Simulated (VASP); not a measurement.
# Ti (I4/mmm) in VASP: further runs, part 2 of 3

VASP 6.6.1. Earlier steps stand in the parts before.

### 3 Single point, PBEsol (equal xx and yy strain of +1 %)

The input, INCAR:

```
SYSTEM = Ti
PREC = Accurate
ENCUT = 520
EDIFF = 1E-7
ISMEAR = -1
SIGMA = 0.05
LREAL = .FALSE.
LASPH = .TRUE.
NELM = 60
ALGO = Normal
ISIF = 2
LWAVE = .FALSE.
LCHARG = .TRUE.
GGA = PS
LELF = .TRUE.
LVHAR = .TRUE.
NBANDS = 12
```

The input, KPOINTS:

```
Automatic mesh
0
G
  14 14 14
  0 0 0
```

The input, POSCAR:

```
Ti
1.0
   -1.6574100000      1.6574100000      1.6410000000
    1.6574100000     -1.6574100000      1.6410000000
    1.6574100000      1.6574100000     -1.6410000000
Ti
1
Direct
    0.0000000000      0.0000000000      0.0000000000
```

Potentials or basis: VASP PAW PBE potentials, release 64 (Ti_sv).

On the command line:

```
> cat potpaw_PBE.64/Ti_sv/POTCAR > POTCAR
> mpirun -np 1 vasp_std > vasp.out
```

OUTCAR:

```text
SYSTEM = Ti
   PREC = Accurate
   ENCUT = 520
   EDIFF = 1E-7
   ISMEAR = -1
   LREAL = .FALSE.
   LASPH = .TRUE.
   NELM = 60
   ISIF = 2
   GGA = PS

 ion  position               nearest neighbor table
   1  0.000  0.000  0.000-

  LATTYP: Found a body centered tetragonal cell.
 ALAT       =     3.3148200000
 C/A-ratio  =     0.9900990099

  Lattice vectors:

 A1 = (  -1.6574100000,   1.6574100000,   1.6410000000)
 A2 = (   1.6574100000,  -1.6574100000,   1.6410000000)
 A3 = (   1.6574100000,   1.6574100000,  -1.6410000000)

Analysis of symmetry for initial positions (statically):
=====================================================================
 Subroutine PRICEL returns:
 Original cell was already a primitive cell.

 Routine SETGRP: Setting up the symmetry group for a
 body centered tetragonal supercell.

 Subroutine GETGRP returns: Found 16 space group operations
 (whereof 16 operations were pure point group operations)
 out of a pool of 16 trial point group operations.

The static configuration has the point symmetry D_4h.

Analysis of symmetry for dynamics (positions and initial velocities):
=====================================================================
 Subroutine PRICEL returns:
[... 161 lines left out ...]

 k-point     1 :       0.0000    0.0000    0.0000
  band No.  band energies     occupation
      1     -48.7995      2.00000
      2     -24.7918      2.00000
      3     -24.7906      2.00000
      4     -24.7906      2.00000
      5       1.7067      2.00000
      6       8.4791      0.00000
      7       8.5465      0.00000
      8       8.5465      0.00000
      9      10.1744      0.00000
     10      10.2536      0.00000
     11      24.6737      0.00000
     12      24.6737      0.00000
[... 331 lines left out ...]
 k-point    24 :       0.2857    0.1429   -0.0000
  band No.  band energies     occupation
      1     -48.6986      2.00000
      2     -25.2761      2.00000
      3     -24.9721      2.00000
      4     -24.8322      2.00000
      5       5.1439      2.00000
      6       7.3309      1.98279
      7       7.6352      0.41497
      8       9.9701      0.00000
      9      10.5954      0.00000
     10      11.4376      0.00000
     11      18.1776      0.00000
     12      20.4410      0.00000

 [... further k-points ...]
[... 5 lines left out ...]
  --------------------------------------------------------------------------------------
  -------------------------------------------------------------------------------------
  Total       -0.9479658     -0.9479658     -0.9831377      0.0000000     -0.0000000      0.0000000
  in kB      -84.2315467    -84.2315467    -87.3567430      0.0000000     -0.0000000      0.0000000
  external PRESSURE =     -85.2732788 kB  Pullay stress =       0.0000000 kB

 VOLUME and BASIS-vectors are now :
 -----------------------------------------------------------------------------
  energy-cutoff  :      520.00
  volume of cell :       18.03
      direct lattice vectors                 reciprocal lattice vectors
    -1.657410000  1.657410000  1.641000000     0.000000000  0.301675506  0.304692261
     1.657410000 -1.657410000  1.641000000     0.301675506  0.000000000  0.304692261
     1.657410000  1.657410000 -1.641000000     0.301675506  0.301675506  0.000000000

 POSITION                                       TOTAL-FORCE (eV/Angst)
 -----------------------------------------------------------------------------------
      0.00000      0.00000      0.00000         0.000000     -0.000000      0.000000
 -----------------------------------------------------------------------------------
    total drift:                               -0.000000      0.000000      0.000000

  FREE ENERGIE OF THE ION-ELECTRON SYSTEM (eV)
  ---------------------------------------------------
  free  energy   TOTEN  =        -8.2010244030 eV

  energy  without entropy=       -8.1799284606  energy(sigma->0) =       -8.19047643
```

OSZICAR:

```text
N       E                     dE             d eps       ncg     rms          rms(c)
DAV:   1     0.857845690025E+02    0.85785E+02   -0.65021E+03  5856   0.119E+03
DAV:   2    -0.508033434732E+01   -0.90865E+02   -0.88603E+02  5996   0.295E+02
DAV:   3    -0.936730074491E+01   -0.42870E+01   -0.42199E+01  8124   0.648E+01
DAV:   4    -0.945659989046E+01   -0.89299E-01   -0.89181E-01  6548   0.848E+00
DAV:   5    -0.945877306040E+01   -0.21732E-02   -0.21731E-02  6912   0.118E+00    0.841E+00
DAV:   6    -0.819843375388E+01    0.12603E+01   -0.31607E+00  6324   0.242E+01    0.196E+00
DAV:   7    -0.819381461081E+01    0.46191E-02   -0.71983E-02  6828   0.263E+00    0.121E+00
DAV:   8    -0.820060854963E+01   -0.67939E-02   -0.34375E-02  6268   0.216E+00    0.981E-02
DAV:   9    -0.820098815350E+01   -0.37960E-03   -0.16701E-03  6964   0.395E-01    0.652E-02
DAV:  10    -0.820103172672E+01   -0.43573E-04   -0.27165E-04  6308   0.160E-01    0.180E-02
DAV:  11    -0.820102435769E+01    0.73690E-05   -0.34253E-05  6604   0.824E-02    0.985E-03
DAV:  12    -0.820102432915E+01    0.28548E-07   -0.21980E-06  7404   0.155E-02    0.645E-04
DAV:  13    -0.820102456292E+01   -0.23377E-06   -0.18072E-07  6412   0.423E-03    0.222E-03
DAV:  14    -0.820102442009E+01    0.14282E-06   -0.74840E-08  4144   0.371E-03    0.291E-04
DAV:  15    -0.820102440297E+01    0.17124E-07   -0.65442E-09  3056   0.799E-04
   1 F= -.82010244E+01 E0= -.81904764E+01  d E =-.210959E-01
```

Wall time 63 s (1 thread of Intel Xeon 8259CL, shared host); peak memory 0.18 GiB.

What came out:

| Quantity | Value |
| --- | --- |
| Free energy | -8.2010 eV |
| Pressure | -8.5 GPa |
| Band gap on the k mesh | zero (bands 6 and 7 overlap by 1.57 eV) |

Stress tensor (GPa, compression positive):
```
-8.42  0.00  0.00
 0.00 -8.42  0.00
 0.00  0.00 -8.74
```

Caveat: the cell differs from its parent crystal (equal xx and yy strain of +1 %); the cell stands under tension; the PAW data sets were made with another functional, which shifts forces and pressure a little.

### 4 Single point, PBEsol (zz strain of +3 %)

The input, INCAR:

```
PREC = Accurate
ENCUT = 520
EDIFF = 1E-6
ISMEAR = -1
SIGMA = 0.05
LREAL = F
LASPH = T
NELM = 100
ALGO = Normal
ISIF = 2
LWAVE = F
LCHARG = F
GGA = PS
NBANDS = 12
```

The input, KPOINTS:

```
Automatic mesh
0
Gamma
  14 14 14
```

The input, POSCAR:

```
Ti
1.0
   -1.6410000000      1.6410000000      1.6902300000
    1.6410000000     -1.6410000000      1.6902300000
    1.6410000000      1.6410000000     -1.6902300000
Ti
1
Direct
    0.0000000000      0.0000000000      0.0000000000
```

Potentials or basis: VASP PAW PBE potentials, release 64 (Ti_sv).

On the command line:

```
> cat potpaw_PBE.64/Ti_sv/POTCAR > POTCAR
> mpirun -np 1 vasp_std > vasp.out
```

OUTCAR:

```text
PREC = Accurate
   ENCUT = 520
   EDIFF = 1E-6
   ISMEAR = -1
   LREAL = F
   LASPH = T
   NELM = 100
   ISIF = 2
   GGA = PS

 ion  position               nearest neighbor table
   1  0.000  0.000  0.000-

  LATTYP: Found a body centered tetragonal cell.
 ALAT       =     3.2820000000
 C/A-ratio  =     1.0300000000

  Lattice vectors:

 A1 = (  -1.6410000000,   1.6410000000,   1.6902300000)
 A2 = (   1.6410000000,  -1.6410000000,   1.6902300000)
 A3 = (   1.6410000000,   1.6410000000,  -1.6902300000)
[... 529 lines left out ...]
      3     -25.0933      2.00000
      4     -24.9504      2.00000
      5       5.0194      2.00000
      6       7.2812      1.96118
      7       7.5444      0.41446
      8       9.8291      0.00000
      9      10.3155      0.00000
     10      11.3201      0.00000
     11      17.9289      0.00000
     12      20.3242      0.00000

 [... further k-points ...]
[... 5 lines left out ...]
  --------------------------------------------------------------------------------------
  -------------------------------------------------------------------------------------
  Total       -1.0820468     -1.0820468     -1.0077923      0.0000000      0.0000000      0.0000000
  in kB      -95.2212017    -95.2212017    -88.6867294      0.0000000      0.0000000      0.0000000
  external PRESSURE =     -93.0430443 kB  Pullay stress =       0.0000000 kB

 VOLUME and BASIS-vectors are now :
 -----------------------------------------------------------------------------
  energy-cutoff  :      520.00
  volume of cell :       18.21
      direct lattice vectors                 reciprocal lattice vectors
    -1.641000000  1.641000000  1.690230000     0.000000000  0.304692261  0.295817729
     1.641000000 -1.641000000  1.690230000     0.304692261  0.000000000  0.295817729
     1.641000000  1.641000000 -1.690230000     0.304692261  0.304692261  0.000000000

 POSITION                                       TOTAL-FORCE (eV/Angst)
 -----------------------------------------------------------------------------------
      0.00000      0.00000      0.00000         0.000000      0.000000      0.000000
 -----------------------------------------------------------------------------------
    total drift:                                0.000000      0.000000      0.000000

  FREE ENERGIE OF THE ION-ELECTRON SYSTEM (eV)
  ---------------------------------------------------
  free  energy   TOTEN  =        -8.1920329381 eV

  energy  without entropy=       -8.1708869361  energy(sigma->0) =       -8.18145994
```

OSZICAR:

```text
N       E                     dE             d eps       ncg     rms          rms(c)
DAV:   1     0.854025676646E+02    0.85403E+02   -0.65391E+03  5896   0.119E+03
DAV:   2    -0.518715096341E+01   -0.90590E+02   -0.88404E+02  5976   0.296E+02
DAV:   3    -0.937161797675E+01   -0.41845E+01   -0.41330E+01  8108   0.646E+01
DAV:   4    -0.946705874302E+01   -0.95441E-01   -0.95332E-01  6592   0.858E+00
DAV:   5    -0.946952384650E+01   -0.24651E-02   -0.24650E-02  7004   0.122E+00    0.835E+00
DAV:   6    -0.819029952784E+01    0.12792E+01   -0.32266E+00  6312   0.243E+01    0.193E+00
DAV:   7    -0.818525758421E+01    0.50419E-02   -0.72066E-02  6836   0.262E+00    0.121E+00
DAV:   8    -0.819160700771E+01   -0.63494E-02   -0.33735E-02  6248   0.217E+00    0.101E-01
DAV:   9    -0.819200000516E+01   -0.39300E-03   -0.17124E-03  7020   0.411E-01    0.649E-02
DAV:  10    -0.819203997819E+01   -0.39973E-04   -0.27284E-04  6296   0.164E-01    0.182E-02
DAV:  11    -0.819203296105E+01    0.70171E-05   -0.34710E-05  6548   0.844E-02    0.976E-03
DAV:  12    -0.819203293811E+01    0.22940E-07   -0.22357E-06  6896   0.160E-02
   1 F= -.81920329E+01 E0= -.81814599E+01  d E =-.211460E-01
```

Wall time 52 s (1 thread of Intel Xeon 8259CL, shared host); peak memory 0.18 GiB.

Results:

* Free energy: -8.1920 eV
* Pressure: -9.3 GPa
* Band gap on the k mesh: zero (bands 6 and 7 overlap by 1.51 eV)

Caveat: the cell differs from its parent crystal (zz strain of +3 %); the cell stands under tension; the PAW data sets were made with another functional, which shifts forces and pressure a little.

(Part 2 of 3 ends here.)
